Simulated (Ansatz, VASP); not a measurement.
# Two plane-wave programs on Sb

Contents of INCAR:

```
SYSTEM = Sb
PREC = Accurate ; ENCUT = 500
EDIFF = 1E-7 ; ISMEAR = 0
SIGMA = 0.1 ; LREAL = .False.
LASPH = .True. ; NELM = 120
ALGO = Normal ; ISIF = 3
LWAVE = .False. ; LCHARG = .False.
GGA = PS ; IBRION = 2
NSW = 80 ; EDIFFG = -0.05
GGA_COMPAT = .False. ; NELMIN = 4
```

File KPOINTS:

```
Automatic mesh
0
Gamma
  10 10 10
  0 0 0
```

The input POSCAR:

```
Sb
1.0
   -1.4588660070      1.4588660070      1.4588660070
    1.4588660070     -1.4588660070      1.4588660070
    1.4588660070      1.4588660070     -1.4588660070
Sb
1
Direct
    0.0000000000      0.0000000000      0.0000000000
```

Input for Ansatz:

```yaml
crystal:
  lattice:
    - [-1.458866007, 1.458866007, 1.458866007]
    - [1.458866007, -1.458866007, 1.458866007]
    - [1.458866007, 1.458866007, -1.458866007]
  atoms:
    - { symbol: Sb, position: [0.0, 0.0, 0.0] }
basis:
  ecutwfc: 420
kpoints:
  mp_grid: { grid: [10, 10, 10] }
hamiltonian:
  xc: pbesol
scf:
  occupations: { method: gaussian, width: 0.1 }
output:
  forces: true
  stress: true
  eigenvalues: true
relax:
  adjacent_minimum: "off"
  f_tol: 0.05
  max_steps: 60
  cell: { stress_tol: 0.5 }
```

Alike in both runs: task relaxation of cell and atoms; functional PBEsol; k mesh 10 × 10 × 10; occupations gaussian, width 0.1 eV; no spin polarisation.

|  | VASP | Ansatz |
| --- | --- | --- |
| version | VASP 6.6.1 | Ansatz 0.2.0 |
| potentials or method | VASP PAW PBE potentials, release 64 (Sb), cutoff 500 eV | scalar-relativistic, plane waves, PAW |
| valence electrons in the cell | 5 | 15 |

VASP gave:

```
gap on the k mesh at the Fermi level, each at its own relaxed structure (eV) : none
relaxed volume (Å³/atom)                                                     : 26.18
relaxed cell length with the largest relative difference (Å)                 : 3.240
```

Q: Which values does Ansatz return?

A: gap on the k mesh at the Fermi level, each at its own relaxed structure (eV): none; relaxed volume (Å³/atom): 26.21; relaxed cell length with the largest relative difference (Å): 3.241.

VASP's potentials were made for PBE, not for PBEsol. A gap of «none» marks a metal or a gap that the smearing closes. VASP's potentials hold 5 valence electrons a cell and Ansatz's 15, so a difference there can come from the potentials and not from the codes.

Spin-orbit coupling is off throughout. Noted on VASP's run: the volume moved by over 15 % at a fixed basis, so the end points are rough.
